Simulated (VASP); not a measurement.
InSb3, 4 atoms in the cell. Symmetry: Fm-3m, No. 225, cubic system. Conventional cell: a = 7.633 Å, b = 7.633 Å, c = 7.633 Å, α = 90.00°, β = 90.00°, γ = 90.00°. Within 4.3 Å of In (site symmetry m-3m) lie 14 Sb at 3.31 to 3.82 Å. Sb (site symmetry -43m) has 4 In at 3.31 Å and 10 Sb at 3.31 to 3.82 Å within 4.3 Å. Within 4.3 Å of Sb (site symmetry m-3m) lie 8 Sb at 3.31 Å and 6 In at 3.82 Å. 

| Quantity | Value |
| --- | --- |
| Program | VASP 6.6.1 |
| Task | single point |
| Functional | revPBE |
| Potentials or basis | VASP PAW PBE potentials, release 64 (In_d, Sb) |
| Cutoff | 520 eV |
| k mesh | 10 × 10 × 10 |
| Occupations | gaussian, width 0.1 eV |
| Spin | no spin polarisation |
| Dipole correction | no |
| Further INCAR settings | ALGO = Normal; EDIFF = 1e-06; NBANDS = 22 |

Potentials or basis: VASP PAW PBE potentials, release 64 (In_d, Sb).

Command:

```sh
$ cat potpaw_PBE.64/In_d/POTCAR potpaw_PBE.64/Sb/POTCAR > POTCAR
$ mpirun -np 1 vasp_std > vasp.out
```

Hardware: 1 thread of Intel Xeon 8259CL (shared host).

Q: Estimate the wall time of this run.

A: It took 120 s on 1 thread of Intel Xeon 8259CL (shared host), peak memory 0.3 GiB. Counts: scf iterations 12, k points 47.
